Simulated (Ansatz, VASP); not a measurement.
# SiC5: VASP beside Ansatz

File INCAR:

```
ALGO     = Normal         # electronic algorithm
EDIFF    = 1E-6           # SCF threshold, eV
EDIFFG   = -0.04          # ionic threshold
ENCUT    = 600            # plane-wave cutoff, eV
GGA      = PE             # functional
IBRION   = 2              # ionic algorithm
ISIF     = 3              # what is computed and relaxed
ISMEAR   = 0              # smearing method
LASPH    = T              # aspherical terms in the spheres
LCHARG   = F              # write CHGCAR
LREAL    = F              # projectors in reciprocal space
LWAVE    = F              # write WAVECAR
NELM     = 60             # most SCF steps
NSW      = 90             # ionic steps
PREC     = Accurate       # precision mode
SIGMA    = 0.1            # smearing width, eV
```

KPOINTS

```
k-points
0
Gamma
  6 6 4
```

Contents of POSCAR:

```
SiC5
1.0
    4.5911199300      0.0000000000      0.0000000000
   -2.2955599600      3.9760264900      0.0000000000
    0.0000000000      0.0000000000      4.3423270400
Si C
1 5
Direct
    0.0000000000      0.0000000000      0.5000000000
    0.0000000000      0.6666666700      0.0000000000
    0.6666666700      0.0000000000      0.0000000000
    0.3333333300      0.3333333300      0.0000000000
    0.3333333300      0.6666666700      0.5000000000
    0.6666666700      0.3333333300      0.5000000000
```

Input for Ansatz:

```yaml
crystal:
  lattice:
    - [4.59111993, 0.0, 0.0]
    - [-2.29555996, 3.97602649, 0.0]
    - [0.0, 0.0, 4.34232704]
  atoms:
    - { symbol: Si, position: [0.0, 0.0, 0.5] }
    - { symbol: C, position: [0.0, 0.66666667, 0.0] }
    - { symbol: C, position: [0.66666667, 0.0, 0.0] }
    - { symbol: C, position: [0.33333333, 0.33333333, 0.0] }
    - { symbol: C, position: [0.33333333, 0.66666667, 0.5] }
    - { symbol: C, position: [0.66666667, 0.33333333, 0.5] }
basis:
  ecutwfc: 420
kpoints:
  mp_grid: { grid: [6, 6, 4] }
hamiltonian:
  xc: pbe
scf:
  occupations: { method: gaussian, width: 0.1 }
  lower_state_search: "off"
output:
  forces: true
  stress: true
  eigenvalues: true
relax:
  adjacent_minimum: "off"
  f_tol: 0.04
  max_steps: 70
  cell: { stress_tol: 0.4 }
```

Alike in both runs: task relaxation of cell and atoms; functional PBE; k mesh 6 × 6 × 4; occupations gaussian, width 0.1 eV; no spin polarisation.

|  | VASP | Ansatz |
| --- | --- | --- |
| version | VASP 6.6.1 | Ansatz 0.2.0 |
| potentials or method | VASP PAW PBE potentials, release 64 (Si, C), cutoff 600 eV | scalar-relativistic, plane waves, PAW |
| valence electrons in the cell | 24 | 24 |

VASP gave:

| Item | Value |
| --- | --- |
| gap on the k mesh at the Fermi level, each at its own relaxed structure (eV) | none |
| relaxed volume (Å³/atom) | 11.06 |
| relaxed cell length with the largest relative difference (Å) | 5.972 |

**Question.** What did Ansatz give for the same quantities?

**Answer.** gap on the k mesh at the Fermi level, each at its own relaxed structure (eV): none; relaxed volume (Å³/atom): 13.39; relaxed cell length with the largest relative difference (Å): 7.223.

A gap of «none» marks a metal or a gap that the smearing closes. One of these differences is far larger than is usual between the two programs; its cause wasn't traced.

The k mesh is coarse, so the values compare programs but aren't converged. Noted on VASP's run: the volume moved by over 15 % at a fixed basis, so the end points are rough.
